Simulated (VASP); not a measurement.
# CeTe (Pm-3m) in VASP: further runs

The runs below take CeTe through single point, with LDA.

Everything below comes from runs of VASP 6.6.1. Logs are shortened: lines on timing, memory, paths and dates and some standing lists are left out, and cuts for length are marked.

**1. The cell of the first run**

The structure is cubic, space group Pm-3m (No. 221). Conventional cell: a = 3.861 Å, b = 3.861 Å, c = 3.861 Å, α = 90.00°, β = 90.00°, γ = 90.00°. Within 4.4 Å of Ce (site symmetry m-3m) lie 8 Te at 3.34 Å and 6 Ce at 3.86 Å. Within 4.4 Å of Te (site symmetry m-3m) lie 8 Ce at 3.34 Å and 6 Te at 3.86 Å.

**2. Single point, LDA, collinear spin, ferromagnetic start**

File INCAR:

```
SYSTEM = CeTe
PREC = Accurate
ENCUT = 520
EDIFF = 1E-6
ISMEAR = -1
SIGMA = 0.1
LREAL = .False.
LASPH = .True.
NELM = 150
ALGO = Normal
ISIF = 2
LWAVE = .False.
LCHARG = .False.
ISPIN = 2
MAGMOM = 0.7 0
LORBIT = 11
LMAXMIX = 6
NBANDS = 20
```

File KPOINTS:

```
Automatic mesh
0
Gamma
  8 8 8
  0 0 0
```

File POSCAR:

```
CeTe
1.0
    3.8609390000      0.0000000000      0.0000000000
    0.0000000000      3.8609390000      0.0000000000
    0.0000000000      0.0000000000      3.8609390000
Ce Te
1 1
Direct
    0.0000000000      0.0000000000      0.0000000000
    0.5000000000      0.5000000000      0.5000000000
```

Potentials or basis: VASP PAW LDA potentials, release 64 (Ce, Te).

Command:

```console
$ cat potpaw_LDA.64/Ce/POTCAR potpaw_LDA.64/Te/POTCAR > POTCAR
$ mpirun -np 1 vasp_std > vasp.out
```

OUTCAR:

```text
SYSTEM = CeTe
   PREC = Accurate
   ENCUT = 520
   EDIFF = 1E-6
   ISMEAR = -1
   LREAL = .False.
   LASPH = .True.
   NELM = 150
   ISIF = 2
   ISPIN = 2
   LORBIT = 11

 ion  position               nearest neighbor table
   1  0.000  0.000  0.000-   2 3.34   2 3.34   2 3.34   2 3.34   2 3.34   2 3.34   2 3.34   2 3.34

   2  0.500  0.500  0.500-   1 3.34   1 3.34   1 3.34   1 3.34   1 3.34   1 3.34   1 3.34   1 3.34

  LATTYP: Found a simple cubic cell.
 ALAT       =     3.8609390000

  Lattice vectors:

 A1 = (   3.8609390000,   0.0000000000,   0.0000000000)
 A2 = (   0.0000000000,   3.8609390000,   0.0000000000)
 A3 = (   0.0000000000,   0.0000000000,   3.8609390000)

Analysis of symmetry for initial positions (statically):
=====================================================================
 Subroutine PRICEL returns:
 Original cell was already a primitive cell.

 Routine SETGRP: Setting up the symmetry group for a
 simple cubic supercell.

 Subroutine GETGRP returns: Found 48 space group operations
 (whereof 48 operations were pure point group operations)
 out of a pool of 48 trial point group operations.

The static configuration has the point symmetry O_h .

Analysis of symmetry for dynamics (positions and initial velocities):
=====================================================================
 Subroutine PRICEL returns:
 Original cell was already a primitive cell.

 Routine SETGRP: Setting up the symmetry group for a
 simple cubic supercell.

 Subroutine GETGRP returns: Found 48 space group operations
 (whereof 48 operations were pure point group operations)
 out of a pool of 48 trial point group operations.

The dynamic configuration has the point symmetry O_h .

Analysis of structural, dynamic, and magnetic symmetry:
=====================================================================
 Subroutine PRICEL returns:
 Original cell was already a primitive cell.

 Routine SETGRP: Setting up the symmetry group for a
 simple cubic supercell.

 Subroutine GETGRP returns: Found 48 space group operations
 (whereof 48 operations were pure point group operations)
 out of a pool of 48 trial point group operations.

The overall configuration has the point symmetry O_h .

 Subroutine INISYM returns: Found 48 space group operations
 (whereof 48 operations are pure point group operations),
 and found     1 'primitive' translations

----------------------------------------------------------------------------------------

                                     Primitive cell

  volume of cell :      57.5544

  direct lattice vectors                    reciprocal lattice vectors
     3.860939000  0.000000000  0.000000000     0.259004351  0.000000000  0.000000000
     0.000000000  3.860939000  0.000000000     0.000000000  0.259004351  0.000000000
     0.000000000  0.000000000  3.860939000     0.000000000  0.000000000  0.259004351

  length of vectors
     3.860939000  3.860939000  3.860939000     0.259004351  0.259004351  0.259004351

  position of ions in fractional coordinates (direct lattice)
     0.000000000  0.000000000  0.000000000
     0.500000000  0.500000000  0.500000000

  ion indices of the primitive-cell ions
   primitive index   ion index
                 1           1
                 2           2

----------------------------------------------------------------------------------------

 KPOINTS: Automatic mesh

Automatic generation of k-mesh.
 Grid dimensions read from file:
 generate k-points for:    8    8    8

 Generating k-lattice:

  Cartesian coordinates                     Fractional coordinates (reciprocal lattice)
     0.032375544  0.000000000  0.000000000     0.125000000  0.000000000  0.000000000
     0.000000000  0.032375544  0.000000000     0.000000000  0.125000000  0.000000000
     0.000000000  0.000000000  0.032375544     0.000000000  0.000000000  0.125000000

  Length of vectors
     0.032375544  0.032375544  0.032375544

  Shift w.r.t. Gamma in fractional coordinates (k-lattice)
     0.000000000  0.000000000  0.000000000

 Subroutine IBZKPT returns following result:
 ===========================================

 Found     35 irreducible k-points:

 Following reciprocal coordinates:
            Coordinates               Weight
  0.000000  0.000000  0.000000      1.000000
  0.125000  0.000000  0.000000      6.000000
  0.250000  0.000000  0.000000      6.000000
  0.375000  0.000000  0.000000      6.000000
  0.500000  0.000000  0.000000      3.000000
  0.125000  0.125000  0.000000     12.000000
[... 16 lines left out ...]
  0.375000  0.375000  0.125000     24.000000
  0.500000  0.375000  0.125000     24.000000
 [... further k-points ...]
   k-points           NKPTS =     35   k-points in BZ     NKDIM =     35   number of bands    NBANDS=     20
   number of dos      NEDOS =    301   number of ions     NIONS =      2
   total plane-waves  NPLWV =  27000
   dimension x,y,z NGX =    30 NGY =   30 NGZ =   30
   dimension x,y,z NGXF=    60 NGYF=   60 NGZF=   60
   ions per type =               1   1
   NGX,Y,Z   is equivalent  to a cutoff of  12.92, 12.92, 12.92 a.u.
   NGXF,Y,Z  is equivalent  to a cutoff of  25.84, 25.84, 25.84 a.u.
 SYSTEM =  CeTe
   PREC   = accura    normal or accurate (medium, high low for compatibility)
   ISTART =      0    job   : 0-new  1-cont  2-samecut
   ICHARG =      2    charge: 1-file 2-atom 10-const
   ISPIN  =      2    spin polarized calculation?
   LNONCOLLINEAR =      F non collinear calculations
   LSORBIT =      F    spin-orbit coupling
   LASPH  =      T    aspherical Exc in radial PAW
   ENCUT  =  520.0 eV  38.22 Ry    6.18 a.u.   7.18  7.18  7.18*2*pi/ulx,y,z
   NELM   =    150;   NELMIN=  2; NELMDL= -5     # of ELM steps
   EDIFF  = 0.1E-05   stopping-criterion for ELM
   LREAL  =      F    real-space projection
   EDIFFG = 0.1E-04   stopping-criterion for IOM
   NSW    =      0    number of steps for IOM
   IBRION =     -1    ionic relax: 0-MD 1-quasi-New 2-CG
   NFREE  =      0    steps in history (QN), initial steepest desc. (CG)
   ISIF   =      2    stress and relaxation
   ISYM   =      2    0-nonsym 1-usesym 2-fastsym
   POTIM  = 0.5000    time-step for ionic-motion
   TEBEG  =    0.0;   TEEND  =   0.0 temperature during run
   PSTRESS=    0.0 pullay stress
   NELECT =      18.0000    total number of electrons
   NUPDOWN=      -1.0000    fix difference up-down
   EMIN   =  10.00;   EMAX   =-10.00  energy-range for DOS
   EFERMI =   0.00;   METHOD = LEGACY
   ISMEAR =    -1;   SIGMA  =   0.10  broadening in eV -4-tet -1-fermi 0-gaus
   EFERMI_NEDOS =   21; number of points for ismear=-14 and -15
   IALGO  =     38    algorithm
   IMIX   =      4    mixing-type and parameters
     AMIX     =   0.40;   BMIX     =  1.00
     AMIX_MAG =   1.60;   BMIX_MAG =  1.00
  volume/ion in A,a.u.               =      28.78       194.20
  Fermi-wavevector in a.u.,A,eV,Ry     =   1.111235  2.099930 16.801073  1.234844
  Thomas-Fermi vector in A             =   2.247796
   LORBIT       =     11    0 simple, 1 ext, 2 COOP (PROOUT), +10 PAW based schemes
   GGA     = CA    functional components
   LHFCALC =     F    Hartree Fock is set to
   AEXX    =    0.0000 exact exchange contribution
   IVDW    =     0    specifies the selected vdW correction
   LEPSILON=     F    determine dielectric tensor
   LRPA    =     F    only Hartree local field effects (RPA)
 spin polarized calculation
  energy-cutoff  :      520.00
  volume of cell :       57.55
 maximum number of plane-waves:      1596
 NGX is ok and might be reduce to    30
   NGX = 15   NGY = 15   NGZ = 15

 number of electron      17.9999999 magnetization      -0.0355546

 number of electron      17.9999999 magnetization       1.2307573

 Free energy of the ion-electron system (eV)
  ---------------------------------------------------
  ext. energy  EPLUGINS =         0.00000000
  ---------------------------------------------------
  free energy    TOTEN  =       -13.13946181 eV

  energy without entropy =      -12.87130926  energy(sigma->0) =      -13.00538553

 E-fermi :   8.5071     XC(G=0): -10.5976

 val. band max:        8.5014945442   @ k =   0.3750   0.0000   0.0000
 cond. band min:       8.5244684669   @ k =   0.2500   0.2500   0.0000
 fundamental gap:      0.0229739227
 Fermi energy:         8.5071369981

 spin component 1

 k-point     1 :       0.0000    0.0000    0.0000
  band No.  band energies     occupation
      1     -26.2965      1.00000
      2      -8.9930      1.00000
      3      -8.9930      1.00000
      4      -8.9930      1.00000
      5      -3.9252      1.00000
      6       6.9602      1.00000
[... 12 lines left out ...]
     19      11.7014      0.00000
     20      11.7014      0.00000

 k-point     2 :       0.1250    0.0000    0.0000
  band No.  band energies     occupation
      1     -26.2906      1.00000
      2      -9.1076      1.00000
      3      -8.9826      1.00000
      4      -8.9826      1.00000
      5      -3.7590      1.00000
      6       5.8595      1.00000
[... 12 lines left out ...]
     19      11.7641      0.00000
     20      11.9392      0.00000

 k-point     3 :       0.2500    0.0000    0.0000
  band No.  band energies     occupation
      1     -26.2760      1.00000
      2      -9.3645      1.00000
      3      -8.9572      1.00000
      4      -8.9572      1.00000
      5      -3.3460      1.00000
      6       4.4477      1.00000
[... 12 lines left out ...]
     19      12.5049      0.00000
     20      12.5049      0.00000

 k-point     4 :       0.3750    0.0000    0.0000
  band No.  band energies     occupation
      1     -26.2616      1.00000
      2      -9.5993      1.00000
      3      -8.9317      1.00000
      4      -8.9317      1.00000
      5      -2.8935      1.00000
      6       3.3313      1.00000
[... 429 lines left out ...]
 k-point    23 :       0.3750    0.3750    0.1250
  band No.  band energies     occupation
      1     -26.2232      1.00000
      2      -9.4353      1.00000
      3      -9.3961      1.00000
      4      -8.9656      1.00000
      5      -2.8214      1.00000
      6       4.3008      1.00000
[... 12 lines left out ...]
     19      12.2486      0.00000
     20      12.7903      0.00000

 k-point    24 :       0.5000    0.3750    0.1250
  band No.  band energies     occupation
      1     -26.2175      1.00000
      2      -9.4937      1.00000
      3      -9.3877      1.00000
      4      -8.9562      1.00000
      5      -2.8161      1.00000
      6       4.3055      1.00000
[... 12 lines left out ...]
     19      12.0922      0.00000
     20      13.2003      0.00000

 [... further k-points ...]

 spin component 2

 k-point     1 :       0.0000    0.0000    0.0000
  band No.  band energies     occupation
      1     -25.8369      1.00000
      2      -8.6024      1.00000
      3      -8.6024      1.00000
      4      -8.6024      1.00000
      5      -3.9007      1.00000
      6       7.0683      1.00000
[... 12 lines left out ...]
     19      11.9251      0.00000
     20      11.9251      0.00000

 k-point     2 :       0.1250    0.0000    0.0000
  band No.  band energies     occupation
      1     -25.8308      1.00000
      2      -8.7230      1.00000
      3      -8.5915      1.00000
      4      -8.5915      1.00000
      5      -3.7303      1.00000
      6       5.9718      1.00000
[... 12 lines left out ...]
     19      11.9799      0.00000
     20      12.1588      0.00000

 k-point     3 :       0.2500    0.0000    0.0000
  band No.  band energies     occupation
      1     -25.8159      1.00000
      2      -8.9915      1.00000
      3      -8.5649      1.00000
      4      -8.5649      1.00000
      5      -3.3108      1.00000
      6       4.5489      1.00000
[... 12 lines left out ...]
     19      12.7094      0.00000
     20      12.7094      0.00000

 k-point     4 :       0.3750    0.0000    0.0000
  band No.  band energies     occupation
      1     -25.8011      1.00000
      2      -9.2349      1.00000
      3      -8.5382      1.00000
      4      -8.5382      1.00000
      5      -2.8557      1.00000
      6       3.4325      1.00000
[... 429 lines left out ...]
 k-point    23 :       0.3750    0.3750    0.1250
  band No.  band energies     occupation
      1     -25.7617      1.00000
      2      -9.0564      1.00000
      3      -9.0122      1.00000
      4      -8.5719      1.00000
      5      -2.8065      1.00000
      6       4.3836      1.00000
[... 12 lines left out ...]
     19      12.4313      0.00000
     20      13.1199      0.00000

 k-point    24 :       0.5000    0.3750    0.1250
  band No.  band energies     occupation
      1     -25.7560      1.00000
      2      -9.1139      1.00000
      3      -9.0036      1.00000
      4      -8.5620      1.00000
      5      -2.8053      1.00000
      6       4.3864      1.00000
[... 12 lines left out ...]
     19      12.2569      0.00000
     20      13.5345      0.00000

 [... further k-points ...]
[... 5 lines left out ...]
  --------------------------------------------------------------------------------------
  -------------------------------------------------------------------------------------
  Total       -1.5567730     -1.5567730     -1.5567730     -0.0000000     -0.0000000     -0.0000000
  in kB      -43.3368213    -43.3368213    -43.3368213     -0.0000000     -0.0000000     -0.0000000
  external PRESSURE =     -43.3368213 kB  Pullay stress =       0.0000000 kB

 VOLUME and BASIS-vectors are now :
 -----------------------------------------------------------------------------
  energy-cutoff  :      520.00
  volume of cell :       57.55
      direct lattice vectors                 reciprocal lattice vectors
     3.860939000  0.000000000  0.000000000     0.259004351  0.000000000  0.000000000
     0.000000000  3.860939000  0.000000000     0.000000000  0.259004351  0.000000000
     0.000000000  0.000000000  3.860939000     0.000000000  0.000000000  0.259004351

 POSITION                                       TOTAL-FORCE (eV/Angst)
 -----------------------------------------------------------------------------------
      0.00000      0.00000      0.00000         0.000000      0.000000      0.000000
      1.93047      1.93047      1.93047         0.000000      0.000000      0.000000
 -----------------------------------------------------------------------------------
    total drift:                                0.000000     -0.000000     -0.000000

  FREE ENERGIE OF THE ION-ELECTRON SYSTEM (eV)
  ---------------------------------------------------
  free  energy   TOTEN  =       -13.1394618103 eV

  energy  without entropy=      -12.8713092593  energy(sigma->0) =      -13.00538553

 total charge

# of ion       s       p       d       f       tot
--------------------------------------------------
    1        2.038   5.659   0.819   1.141   9.657
    2        1.351   2.089   0.034   0.000   3.474
--------------------------------------------------
tot          3.389   7.748   0.853   1.141  13.131

 magnetization (x)

# of ion       s       p       d       f       tot
--------------------------------------------------
    1        0.004   0.002   0.128   0.922   1.056
    2       -0.002  -0.025   0.005   0.000  -0.022
--------------------------------------------------
tot          0.001  -0.023   0.133   0.922   1.034
```

It took 2.4 min on 1 thread of Intel Xeon 8259CL, shared host; peak memory 0.22 GiB.

What came out:

```yaml
Free_energy: -13.1395 eV
Pressure: -4.3 GPa
Net_moment: 1.23 μB per cell
Site_moments: Ce +1.06; Te -0.02 μB
Valence_electrons_inside_the_program's_atomic_spheres: Ce 9.66; Te 3.47
```

Caveat: the magnetic or orbital state may not be the lowest; the cell stands under tension; spin-orbit coupling is left out, which moves the levels of the heavy elements; semilocal functionals describe open f shells poorly, which spoils levels, moments and volumes. The state reached can hang on the start; a lower one may exist.

**3. Single point, LDA, collinear spin, ferromagnetic start**

This run uses another cell than the first one, of 29.93 Å³/atom.

File INCAR:

```
SYSTEM = CeTe
  PREC = Accurate
  ENCUT = 520
  EDIFF = 1E-6
  ISMEAR = -1
  SIGMA = 0.1
  LREAL = .False.
  LASPH = .True.
  NELM = 150
  ALGO = Normal
  ISIF = 2
  LWAVE = .False.
  LCHARG = .False.
  ISPIN = 2
  MAGMOM = 0.7 0
  LORBIT = 11
  LMAXMIX = 6
  GGA = CA
  NBANDS = 20
```

KPOINTS is that of step 2.

File POSCAR:

```
CeTe
1.0
    3.9117466554      0.0000000000      0.0000000000
    0.0000000000      3.9117466554      0.0000000000
    0.0000000000      0.0000000000      3.9117466554
Ce Te
1 1
Direct
    0.0000000000      0.0000000000      0.0000000000
    0.5000000000      0.5000000000      0.5000000000
```

Potentials or basis: VASP PAW LDA potentials, release 64 (Ce, Te).

Command:

```console
$ cat potpaw_LDA.64/Ce/POTCAR potpaw_LDA.64/Te/POTCAR > POTCAR
$ mpirun -np 1 vasp_std > vasp.out
```

It took 4.2 min on 1 thread of Intel Xeon 8259CL, shared host; peak memory 0.23 GiB.

The run converged. Its results:

```
Free energy                                           : -13.0678 eV
Pressure                                              : -5.8 GPa
Net moment                                            : 1.31 μB per cell
Site moments                                          : Ce +1.12; Te -0.02 μB
Valence electrons inside the program's atomic spheres : Ce 9.63; Te 3.46
```

Levels at points of the mesh, in eV from the Fermi level:
Spin up:
| k point | band 7 | band 8 | band 9 | band 10 | band 11 | band 12 |
| --- | --- | --- | --- | --- | --- | --- |
| (0.00, 0.00, 0.00) | -1.57 | -1.57 | -1.27 | -1.27 | 0.16 | 0.16 |
| (0.50, 0.00, 0.00) | -2.21 | -2.21 | -0.45 | -0.09 | 0.10 | 0.18 |
| (0.50, 0.50, 0.00) | -3.68 | -1.26 | -0.93 | 0.13 | 0.13 | 0.33 |
| (0.50, 0.50, 0.50) | -4.90 | -4.90 | 0.17 | 0.17 | 0.17 | 0.33 |
Spin down:
```tsv
k point	band 5	band 6	band 7	band 8	band 9	band 10	band 11	band 12
(0.00, 0.00, 0.00)	-12.27	-1.46	-1.46	-1.46	-0.98	-0.98	0.74	0.74
(0.50, 0.00, 0.00)	-11.15	-5.37	-2.14	-2.14	-0.10	0.43	0.75	0.75
(0.50, 0.50, 0.00)	-11.35	-3.61	-3.61	-1.13	-0.64	0.77	0.77	0.92
(0.50, 0.50, 0.50)	-10.66	-4.82	-4.82	-4.82	0.83	0.83	0.83	0.90
```

Caveat: the magnetic or orbital state may not be the lowest; the cell stands under tension; spin-orbit coupling is left out, which moves the levels of the heavy elements; semilocal functionals describe open f shells poorly, which spoils levels, moments and volumes.

(Continued in part 2 of 2.)
